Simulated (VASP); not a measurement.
# Li (I4_1/amd) in VASP: single point with PBE

Aim: the single point of Li with PBE.

Everything below comes from runs of VASP 6.6.1. Logs are shortened: lines on timing, memory, paths and dates and some standing lists are left out, and cuts for length are marked.

## (1) The cell of the first run

The structure is tetragonal, space group I4_1/amd (No. 141). The conventional cell has a = 3.814 Å, b = 3.814 Å, c = 2.235 Å, α = 90.00°, β = 90.00°, γ = 90.00°. Li (site symmetry -4m2) has 10 Li at 1.99 to 2.54 Å within 2.6 Å.

## (2) Single point, PBE (8.13 Å³/atom)

File POSCAR:

```
Li
1.0
   -1.9072443311      1.9072443311      1.1174614573
    1.9072443311     -1.9072443311      1.1174614573
    1.9072443311      1.9072443311     -1.1174614573
Li
2
Direct
   -0.3750000000     -0.1250000000     -0.2500000000
    0.3750000000      0.1250000000      0.2500000000
```

File INCAR.step1:

```
PREC     = Accurate       # precision mode
ENCUT    = 520            # plane-wave cutoff, eV
EDIFF    = 1E-6           # SCF threshold, eV
ISMEAR   = -1             # smearing method
SIGMA    = 0.08           # smearing width, eV
LREAL    = F              # projectors in reciprocal space
LASPH    = T              # aspherical terms in the spheres
NELM     = 80             # most SCF steps
ALGO     = Normal         # electronic algorithm
ISIF     = 2              # what is computed and relaxed
LWAVE    = F              # write WAVECAR
LCHARG   = T              # write CHGCAR
GGA      = PE             # functional
NBANDS   = 10             # bands
```

File KPOINTS.step1:

```
Automatic mesh
0
Gamma
  15 15 15
```

File INCAR.step2:

```
PREC     = Accurate       # precision mode
ENCUT    = 520            # plane-wave cutoff, eV
EDIFF    = 1E-6           # SCF threshold, eV
ISMEAR   = -5             # smearing method
SIGMA    = 0.08           # smearing width, eV
LREAL    = F              # projectors in reciprocal space
LASPH    = T              # aspherical terms in the spheres
NELM     = 80             # most SCF steps
ALGO     = Normal         # electronic algorithm
ISIF     = 2              # what is computed and relaxed
LWAVE    = F              # write WAVECAR
LCHARG   = F              # write CHGCAR
GGA      = PE             # functional
LORBIT   = 10             # projections on sites
NBANDS   = 10             # bands
NEDOS    = 2001           # points of the DOS
ICHARG   = 11             # starting density
```

File KPOINTS.step2:

```
Automatic mesh
0
Gamma
  23 23 23
```

Potentials or basis: VASP PAW PBE potentials, release 64 (Li_sv).

Started as:

```console
$ cat potpaw_PBE.64/Li_sv/POTCAR > POTCAR
$ cp INCAR.step1 INCAR
$ cp KPOINTS.step1 KPOINTS
$ mpirun -np 1 vasp_std > vasp.out
$ cp INCAR.step2 INCAR
$ cp KPOINTS.step2 KPOINTS
$ mpirun -np 1 vasp_std > vasp.out
```

OUTCAR:

```text
PREC = Accurate
   ENCUT = 520
   EDIFF = 1E-6
   ISMEAR = -5
   LREAL = F
   LASPH = T
   NELM = 80
   ISIF = 2
   GGA = PE
   LORBIT = 10
   ICHARG = 11

 ion  position               nearest neighbor table
   1  0.625  0.875  0.750-   2 1.99   2 1.99   2 1.99   2 1.99   2 2.54   2 2.54   2 2.54   2 2.54

   2  0.375  0.125  0.250-   1 1.99   1 1.99   1 1.99   1 1.99   1 2.54   1 2.54   1 2.54   1 2.54

  LATTYP: Found a body centered tetragonal cell.
 ALAT       =     3.8144886622
 C/A-ratio  =     0.5859036722

  Lattice vectors:

 A1 = (  -1.9072443311,   1.9072443311,   1.1174614573)
 A2 = (   1.9072443311,  -1.9072443311,   1.1174614573)
 A3 = (   1.9072443311,   1.9072443311,  -1.1174614573)

Analysis of symmetry for initial positions (statically):
=====================================================================
 Subroutine PRICEL returns:
 Original cell was already a primitive cell.

 Routine SETGRP: Setting up the symmetry group for a
 body centered tetragonal supercell.

 Subroutine GETGRP returns: Found 16 space group operations
 (whereof  4 operations were pure point group operations)
 out of a pool of 16 trial point group operations.

The static configuration has the point symmetry C_2h.
 The point group associated with its full space group is D_4h.

Analysis of symmetry for dynamics (positions and initial velocities):
=====================================================================
 Subroutine PRICEL returns:
 Original cell was already a primitive cell.

 Routine SETGRP: Setting up the symmetry group for a
 body centered tetragonal supercell.

 Subroutine GETGRP returns: Found 16 space group operations
 (whereof  4 operations were pure point group operations)
 out of a pool of 16 trial point group operations.

The dynamic configuration has the point symmetry C_2h.
 The point group associated with its full space group is D_4h.

 Subroutine INISYM returns: Found 16 space group operations
 (whereof  4 operations are pure point group operations),
 and found     1 'primitive' translations

----------------------------------------------------------------------------------------

                                     Primitive cell

  volume of cell :      16.2594

  direct lattice vectors                    reciprocal lattice vectors
    -1.907244331  1.907244331  1.117461457     0.000000000  0.262158336  0.447442725
[... 102 lines left out ...]
   EFERMI =   0.00;   METHOD = LEGACY
   ISMEAR =    -5;   SIGMA  =   0.08  broadening in eV -4-tet -1-fermi 0-gaus
   EFERMI_NEDOS =   21; number of points for ismear=-14 and -15
   IALGO  =     38    algorithm
   IMIX   =      4    mixing-type and parameters
     AMIX     =   0.40;   BMIX     =  1.00
     AMIX_MAG =   1.60;   BMIX_MAG =  1.00
  volume/ion in A,a.u.               =       8.13        54.86
  Fermi-wavevector in a.u.,A,eV,Ry     =   1.174240  2.218992 18.760249  1.378839
  Thomas-Fermi vector in A             =   2.310640
   LORBIT       =     10    0 simple, 1 ext, 2 COOP (PROOUT), +10 PAW based schemes
   GGA     = PE    functional components
   LHFCALC =     F    Hartree Fock is set to
   AEXX    =    0.0000 exact exchange contribution
   IVDW    =     0    specifies the selected vdW correction
   LEPSILON=     F    determine dielectric tensor
   LRPA    =     F    only Hartree local field effects (RPA)
 non-spin polarized calculation
 Fermi weights with tetrahedron method with Bloechl corrections
  energy-cutoff  :      520.00
  volume of cell :       16.26
 maximum number of plane-waves:       456
 NGX is ok and might be reduce to    24

 number of electron       5.9999993 magnetization

 Free energy of the ion-electron system (eV)
  ---------------------------------------------------
  ext. energy  EPLUGINS =         0.00000000
  ---------------------------------------------------
  free energy    TOTEN  =        -1.58774904 eV

  energy without entropy =       -1.58774904  energy(sigma->0) =       -1.58774904

 E-fermi :   4.2481     XC(G=0):  -9.6901

 val. band max:        4.3431928955   @ k =   0.3478   0.3478   0.0870
 cond. band min:       4.1517391945   @ k =  -0.3913  -0.3913   0.0870
 fundamental gap:     -0.1914537010
 Fermi energy:         4.2480512503

 k-point     1 :       0.0000    0.0000    0.0000
  band No.  band energies     occupation
      1     -41.7666      2.00000
      2     -40.9532      2.00000
      3       0.5271      2.00000
      4      11.7822      0.00000
      5      11.7823      0.00000
      6      15.3534      0.00000
      7      23.3755      0.00000
      8      27.6215      0.00000
      9      27.6913      0.00000
     10      29.0415      0.00000
[... 287 lines left out ...]
 k-point    24 :      -0.4783    0.0435    0.0000
  band No.  band energies     occupation
      1     -41.3592      2.00000
      2     -41.0420      2.00000
      3       3.5642      2.00000
      4       8.9633      0.00000
      5      11.2158      0.00000
      6      14.0239      0.00000
      7      15.7438      0.00000
      8      18.9301      0.00000
      9      25.2811      0.00000
     10      28.6971      0.00000

 [... further k-points ...]

------------------------ aborting loop because EDIFF is reached ----------------------------------------

  FORCE on cell =-STRESS in cart. coord.  units (eV):
  Direction    XX          YY          ZZ          XY          YZ          ZX
  --------------------------------------------------------------------------------------
  -------------------------------------------------------------------------------------
  Total        5.3716737      5.3716737      5.4145963      0.0000000     -0.0000000      0.0000000
  in kB      529.3159726    529.3159726    533.5454916      0.0000000     -0.0000000      0.0000000
  external PRESSURE =     530.7258123 kB  Pullay stress =       0.0000000 kB

 VOLUME and BASIS-vectors are now :
 -----------------------------------------------------------------------------
  energy-cutoff  :      520.00
  volume of cell :       16.26
      direct lattice vectors                 reciprocal lattice vectors
    -1.907244331  1.907244331  1.117461457     0.000000000  0.262158336  0.447442725
     1.907244331 -1.907244331  1.117461457     0.262158336  0.000000000  0.447442725
     1.907244331  1.907244331 -1.117461457     0.262158336  0.262158336  0.000000000

 POSITION                                       TOTAL-FORCE (eV/Angst)
 -----------------------------------------------------------------------------------
      1.90724      0.95362      0.83810        -0.000000      0.000000     -0.000000
      0.00000      0.95362      0.27937         0.000000     -0.000000      0.000000
 -----------------------------------------------------------------------------------
    total drift:                               -0.000000      0.000000     -0.000000

  FREE ENERGIE OF THE ION-ELECTRON SYSTEM (eV)
  ---------------------------------------------------
  free  energy   TOTEN  =        -1.5877490392 eV

  energy  without entropy=       -1.5877490392  energy(sigma->0) =       -1.58774904

 total charge

# of ion       s       p       d       tot
------------------------------------------
    1        2.087   0.159   0.000   2.246
    2        2.087   0.159   0.000   2.246
--------------------------------------------------
tot          4.174   0.318   0.000   4.492
```

OSZICAR.step1:

```text
N       E                     dE             d eps       ncg     rms          rms(c)
DAV:   1     0.227887016269E+02    0.22789E+02   -0.32568E+03  5808   0.656E+02
DAV:   2    -0.620685232679E+00   -0.23409E+02   -0.22115E+02  8518   0.118E+02
DAV:   3    -0.150210585103E+01   -0.88142E+00   -0.86120E+00  7424   0.238E+01
DAV:   4    -0.153057367543E+01   -0.28468E-01   -0.28314E-01  7850   0.247E+00
DAV:   5    -0.153074522746E+01   -0.17155E-03   -0.17154E-03  7170   0.165E-01    0.184E+00
DAV:   6    -0.156718921859E+01   -0.36444E-01   -0.97707E-03  7092   0.541E-01    0.119E+00
DAV:   7    -0.159776452002E+01   -0.30575E-01   -0.43574E-02  5900   0.117E+00    0.103E-01
DAV:   8    -0.159782842850E+01   -0.63908E-04   -0.80000E-04  7598   0.216E-01    0.170E-02
DAV:   9    -0.159784235026E+01   -0.13922E-04   -0.41145E-05  6842   0.674E-02    0.258E-03
DAV:  10    -0.159784369075E+01   -0.13405E-05   -0.36478E-06  8376   0.131E-02    0.332E-03
DAV:  11    -0.159784333859E+01    0.35215E-06   -0.96161E-07  6316   0.777E-03
   1 F= -.15978433E+01 E0= -.15912706E+01  d E =-.131454E-01
```

Wall time 58 s (1 thread of Intel Xeon 6975P-C (Granite Rapids), shared host); peak memory 0.27 GiB.

What came out:

| Property | Result |
| --- | --- |
| Valence electrons inside the program's atomic spheres | Li 2.25 |

Levels at points of the mesh, in eV from the Fermi level:
| k point | band 1 | band 2 | band 3 | band 4 | band 5 | band 6 | band 7 |
| --- | --- | --- | --- | --- | --- | --- | --- |
| (0.00, 0.00, 0.00) | -46.01 | -45.20 | -3.72 | 7.53 | 7.53 | 11.11 | 19.13 |

Caveat: the cutoff is under 1.25 times the usual one of these potentials, so pressure, stress and relaxed cells hold a basis-set (Pulay) error; tetrahedron occupations give inexact forces and stress in metals.
